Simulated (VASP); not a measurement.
# C (P6_3/mmc) in VASP: single point with PBEsol

Aim: the single point of C with PBEsol.

All numbers are computed with VASP 6.6.1; they aren't measurements. Logs are shortened: lines on timing, memory, paths and dates and some standing lists are left out, and cuts for length are marked.

### Step 1. The cell of the first run

The structure is hexagonal, space group P6_3/mmc (No. 194). The conventional cell has a = 2.459 Å, b = 2.459 Å, c = 7.247 Å, α = 90.00°, β = 90.00°, γ = 120.00°. C (site symmetry -6m2) has 3 C at 1.42 Å within 1.9 Å. Within 1.9 Å of C (site symmetry -6m2) lie 3 C at 1.42 Å.

### Step 2. Single point, PBEsol

INCAR reads:

```
PREC = Accurate
ENCUT = 520
EDIFF = 1E-6
ISMEAR = -1
SIGMA = 0.1
LREAL = False
LASPH = True
NELM = 60
ALGO = Normal
ISIF = 2
LWAVE = False
LCHARG = True
GGA = PS
LELF = True
LVHAR = True
NBANDS = 16
```

KPOINTS reads:

```
regular mesh
0
Gamma
  14 14 6
```

POSCAR reads:

```
C
1.0
    2.4588679815      0.0000000000      0.0000000000
   -1.2294339908      2.1294421365      0.0000000000
    0.0000000000      0.0000000000      7.2472909955
C
4
Direct
    0.0000000000      0.0000000000      0.0025001411
    0.0000000000      0.0000000000      0.5025001411
    0.3333333333      0.6666666667      0.0024998589
    0.6666666667      0.3333333333      0.5024998589
```

Potentials or basis: VASP PAW PBE potentials, release 64 (C).

Launch:

```console
$ cat potpaw_PBE.64/C/POTCAR > POTCAR
$ mpirun -np 1 vasp_std > vasp.out
```

OUTCAR:

```text
PREC = Accurate
   ENCUT = 520
   EDIFF = 1E-6
   ISMEAR = -1
   LREAL = False
   LASPH = True
   NELM = 60
   ISIF = 2
   GGA = PS

 ion  position               nearest neighbor table
   1  0.000  0.000  0.003-   3 1.42   3 1.42   3 1.42
   2  0.000  0.000  0.503-   4 1.42   4 1.42   4 1.42
   3  0.333  0.667  0.002-   1 1.42   1 1.42   1 1.42
   4  0.667  0.333  0.502-   2 1.42   2 1.42   2 1.42

  LATTYP: Found a hexagonal cell.
 ALAT       =     2.4588679815
 C/A-ratio  =     2.9474095600

  Lattice vectors:

 A1 = (   2.4588679815,   0.0000000000,   0.0000000000)
 A2 = (  -1.2294339908,   2.1294421365,   0.0000000000)
 A3 = (   0.0000000000,   0.0000000000,   7.2472909955)

Analysis of symmetry for initial positions (statically):
=====================================================================
 Subroutine PRICEL returns:
 Original cell was already a primitive cell.

 Routine SETGRP: Setting up the symmetry group for a
 hexagonal supercell.

 Subroutine GETGRP returns: Found 24 space group operations
 (whereof  6 operations were pure point group operations)
 out of a pool of 24 trial point group operations.

The static configuration has the point symmetry C_3v.
 The point group associated with its full space group is D_6h.

Analysis of symmetry for dynamics (positions and initial velocities):
=====================================================================
 Subroutine PRICEL returns:
 Original cell was already a primitive cell.

 Routine SETGRP: Setting up the symmetry group for a
 hexagonal supercell.

 Subroutine GETGRP returns: Found 24 space group operations
 (whereof  6 operations were pure point group operations)
 out of a pool of 24 trial point group operations.

The dynamic configuration has the point symmetry C_3v.
 The point group associated with its full space group is D_6h.

 Subroutine INISYM returns: Found 24 space group operations
 (whereof  6 operations are pure point group operations),
 and found     1 'primitive' translations

----------------------------------------------------------------------------------------

                                     Primitive cell

  volume of cell :      37.9469

  direct lattice vectors                    reciprocal lattice vectors
     2.458867982  0.000000000  0.000000000     0.406691212  0.234803281  0.000000000
    -1.229433991  2.129442136  0.000000000     0.000000000  0.469606562  0.000000000
     0.000000000  0.000000000  7.247290996     0.000000000  0.000000000  0.137982592

  length of vectors
     2.458867982  2.458867981  7.247290996     0.469606562  0.469606562  0.137982592

  position of ions in fractional coordinates (direct lattice)
     0.000000000  0.000000000  0.002500141
     0.000000000  0.000000000  0.502500141
     0.333333333  0.666666667  0.002499859
     0.666666667  0.333333333  0.502499859

  ion indices of the primitive-cell ions
   primitive index   ion index
                 1           1
                 2           2
                 3           3
                 4           4

----------------------------------------------------------------------------------------

 KPOINTS: regular mesh

Automatic generation of k-mesh.
 Grid dimensions read from file:
 generate k-points for:   14   14    6

 Generating k-lattice:

  Cartesian coordinates                     Fractional coordinates (reciprocal lattice)
     0.029049372  0.016771663  0.000000000     0.071428571  0.000000000  0.000000000
     0.000000000  0.033543326  0.000000000     0.000000000  0.071428571  0.000000000
     0.000000000  0.000000000  0.022997099     0.000000000  0.000000000  0.166666667

  Length of vectors
     0.033543326  0.033543326  0.022997099

  Shift w.r.t. Gamma in fractional coordinates (k-lattice)
     0.000000000  0.000000000  0.000000000

 Subroutine IBZKPT returns following result:
 ===========================================

 Found     96 irreducible k-points:

 Following reciprocal coordinates:
            Coordinates               Weight
  0.000000  0.000000  0.000000      1.000000
  0.071429 -0.000000  0.000000      6.000000
  0.142857 -0.000000  0.000000      6.000000
  0.214286 -0.000000  0.000000      6.000000
  0.285714 -0.000000  0.000000      6.000000
  0.357143  0.000000  0.000000      6.000000
[... 16 lines left out ...]
  0.285714  0.285714  0.000000      6.000000
  0.357143  0.285714  0.000000      6.000000
 [... further k-points ...]
   k-points           NKPTS =     96   k-points in BZ     NKDIM =     96   number of bands    NBANDS=     16
   number of dos      NEDOS =    301   number of ions     NIONS =      4
   total plane-waves  NPLWV =  17496
   dimension x,y,z NGX =    18 NGY =   18 NGZ =   54
   dimension x,y,z NGXF=    36 NGYF=   36 NGZF=  108
   ions per type =               4
   NGX,Y,Z   is equivalent  to a cutoff of  12.17, 12.17, 12.39 a.u.
   NGXF,Y,Z  is equivalent  to a cutoff of  24.34, 24.34, 24.77 a.u.
 SYSTEM =  unknown system
   PREC   = accura    normal or accurate (medium, high low for compatibility)
   ISTART =      0    job   : 0-new  1-cont  2-samecut
   ICHARG =      2    charge: 1-file 2-atom 10-const
   ISPIN  =      1    spin polarized calculation?
   LNONCOLLINEAR =      F non collinear calculations
   LSORBIT =      F    spin-orbit coupling
   LASPH  =      T    aspherical Exc in radial PAW
   ENCUT  =  520.0 eV  38.22 Ry    6.18 a.u.   4.57  4.57 13.48*2*pi/ulx,y,z
   NELM   =     60;   NELMIN=  2; NELMDL= -5     # of ELM steps
   EDIFF  = 0.1E-05   stopping-criterion for ELM
   LREAL  =      F    real-space projection
   EDIFFG = 0.1E-04   stopping-criterion for IOM
   NSW    =      0    number of steps for IOM
   IBRION =     -1    ionic relax: 0-MD 1-quasi-New 2-CG
   NFREE  =      0    steps in history (QN), initial steepest desc. (CG)
   ISIF   =      2    stress and relaxation
   ISYM   =      2    0-nonsym 1-usesym 2-fastsym
   POTIM  = 0.5000    time-step for ionic-motion
   TEBEG  =    0.0;   TEEND  =   0.0 temperature during run
   PSTRESS=    0.0 pullay stress
   NELECT =      16.0000    total number of electrons
   NUPDOWN=      -1.0000    fix difference up-down
   EMIN   =  10.00;   EMAX   =-10.00  energy-range for DOS
   EFERMI =   0.00;   METHOD = LEGACY
   ISMEAR =    -1;   SIGMA  =   0.10  broadening in eV -4-tet -1-fermi 0-gaus
   EFERMI_NEDOS =   21; number of points for ismear=-14 and -15
   IALGO  =     38    algorithm
   IMIX   =      4    mixing-type and parameters
     AMIX     =   0.40;   BMIX     =  1.00
     AMIX_MAG =   1.60;   BMIX_MAG =  1.00
  volume/ion in A,a.u.               =       9.49        64.02
  Fermi-wavevector in a.u.,A,eV,Ry     =   1.227597  2.319822 20.503912  1.506995
  Thomas-Fermi vector in A             =   2.362555
   LORBIT       =      0    0 simple, 1 ext, 2 COOP (PROOUT), +10 PAW based schemes
   GGA     = PS    functional components
   LHFCALC =     F    Hartree Fock is set to
   AEXX    =    0.0000 exact exchange contribution
   IVDW    =     0    specifies the selected vdW correction
   LEPSILON=     F    determine dielectric tensor
   LRPA    =     F    only Hartree local field effects (RPA)
 non-spin polarized calculation
  energy-cutoff  :      520.00
  volume of cell :       37.95
 maximum number of plane-waves:      1046
   NGX =  9   NGY =  9   NGZ = 27

 number of electron      15.9999996 magnetization

 Free energy of the ion-electron system (eV)
  ---------------------------------------------------
  ext. energy  EPLUGINS =         0.00000000
  ---------------------------------------------------
  free energy    TOTEN  =       -38.58218930 eV

  energy without entropy =      -38.58172400  energy(sigma->0) =      -38.58195665

 E-fermi :   4.0156     XC(G=0): -10.0168

 val. band max:        3.5340766122   @ k =   0.3571   0.2857   0.0000
 cond. band min:       4.5404581641   @ k =   0.3571   0.2857   0.0000
 fundamental gap:      1.0063815519
 Fermi energy:         4.0155523914

 k-point     1 :       0.0000    0.0000    0.0000
  band No.  band energies     occupation
      1     -15.6228      2.00000
      2     -15.4574      2.00000
      3      -4.3378      2.00000
      4      -3.0024      2.00000
      5       1.0066      2.00000
      6       1.0067      2.00000
[... 8 lines left out ...]
     15      15.5093      0.00000
     16      15.6222      0.00000

 k-point     2 :       0.0714   -0.0000    0.0000
  band No.  band energies     occupation
      1     -15.5009      2.00000
      2     -15.3368      2.00000
      3      -4.1894      2.00000
      4      -2.8609      2.00000
      5       0.5177      2.00000
      6       0.5315      2.00000
[... 8 lines left out ...]
     15      15.0769      0.00000
     16      15.2091      0.00000

 k-point     3 :       0.1429   -0.0000    0.0000
  band No.  band energies     occupation
      1     -15.1360      2.00000
      2     -14.9762      2.00000
      3      -3.7465      2.00000
      4      -2.4396      2.00000
      5      -0.7618      2.00000
      6      -0.7357      2.00000
[... 8 lines left out ...]
     15      14.2850      0.00000
     16      14.3096      0.00000

 k-point     4 :       0.2143   -0.0000    0.0000
  band No.  band energies     occupation
      1     -14.5312      2.00000
      2     -14.3780      2.00000
      3      -3.0172      2.00000
      4      -2.4838      2.00000
      5      -2.4424      2.00000
      6      -1.7496      2.00000
[... 8 lines left out ...]
     15      16.3205      0.00000
     16      16.3439      0.00000
[... 324 lines left out ...]
 k-point    22 :       0.3571    0.2143    0.0000
  band No.  band energies     occupation
      1      -9.9833      2.00000
      2      -9.8872      2.00000
      3      -8.2284      2.00000
      4      -8.1547      2.00000
      5      -5.1203      2.00000
      6      -5.0671      2.00000
[... 8 lines left out ...]
     15      15.7253      0.00000
     16      16.3085      0.00000

 k-point    23 :       0.2857    0.2857    0.0000
  band No.  band energies     occupation
      1     -10.0638      2.00000
      2      -9.9614      2.00000
      3      -7.4838      2.00000
      4      -7.4405      2.00000
      5      -5.9500      2.00000
      6      -5.9199      2.00000
[... 8 lines left out ...]
     15      16.4410      0.00000
     16      17.8137      0.00000

 k-point    24 :       0.3571    0.2857    0.0000
  band No.  band energies     occupation
      1      -9.0174      2.00000
      2      -8.9658      2.00000
      3      -8.3416      2.00000
      4      -8.3368      2.00000
      5      -6.3563      2.00000
      6      -6.3144      2.00000
[... 8 lines left out ...]
     15      16.3367      0.00000
     16      17.7798      0.00000

 [... further k-points ...]

------------------------ aborting loop because EDIFF is reached ----------------------------------------

  FORCE on cell =-STRESS in cart. coord.  units (eV):
  Direction    XX          YY          ZZ          XY          YZ          ZX
  --------------------------------------------------------------------------------------
  -------------------------------------------------------------------------------------
  Total        0.2281806      0.2281806     -0.0109694     -0.0000000      0.0000000      0.0000000
  in kB        9.6341318      9.6341318     -0.4631450     -0.0000000      0.0000000      0.0000000
  external PRESSURE =       6.2683728 kB  Pullay stress =       0.0000000 kB

 VOLUME and BASIS-vectors are now :
 -----------------------------------------------------------------------------
  energy-cutoff  :      520.00
  volume of cell :       37.95
      direct lattice vectors                 reciprocal lattice vectors
     2.458867982  0.000000000  0.000000000     0.406691212  0.234803281  0.000000000
    -1.229433991  2.129442136  0.000000000     0.000000000  0.469606562  0.000000000
     0.000000000  0.000000000  7.247290996     0.000000000  0.000000000  0.137982592

 POSITION                                       TOTAL-FORCE (eV/Angst)
 -----------------------------------------------------------------------------------
      0.00000      0.00000      0.01812        -0.000000      0.000000     -0.000000
      0.00000      0.00000      3.64176         0.000000      0.000000      0.000000
     -0.00000      1.41963      0.01812        -0.000000      0.000000     -0.000000
      1.22943      0.70981      3.64176         0.000000     -0.000000     -0.000000
 -----------------------------------------------------------------------------------
    total drift:                               -0.000000     -0.000000      0.002438

  FREE ENERGIE OF THE ION-ELECTRON SYSTEM (eV)
  ---------------------------------------------------
  free  energy   TOTEN  =       -38.5821893029 eV

  energy  without entropy=      -38.5817240028  energy(sigma->0) =      -38.58195665
```

Run time: 36 s. Hardware: 1 thread of Intel Xeon 6975P-C, shared host; peak memory 0.17 GiB.

What came out:

* Free energy: -38.5822 eV
* Pressure: 0.6 GPa
* Band gap on the k mesh: 1.01 eV, direct

Stress tensor (GPa, compression positive):
```
 0.96  0.00  0.00
 0.00  0.96  0.00
 0.00  0.00 -0.05
```

Caveat: the PAW data sets were made with another functional, which shifts forces and pressure a little; this functional lacks dispersion, which binds the layers, so the pressure and a relaxed spacing across them are unreliable. A k mesh can miss the band edges.
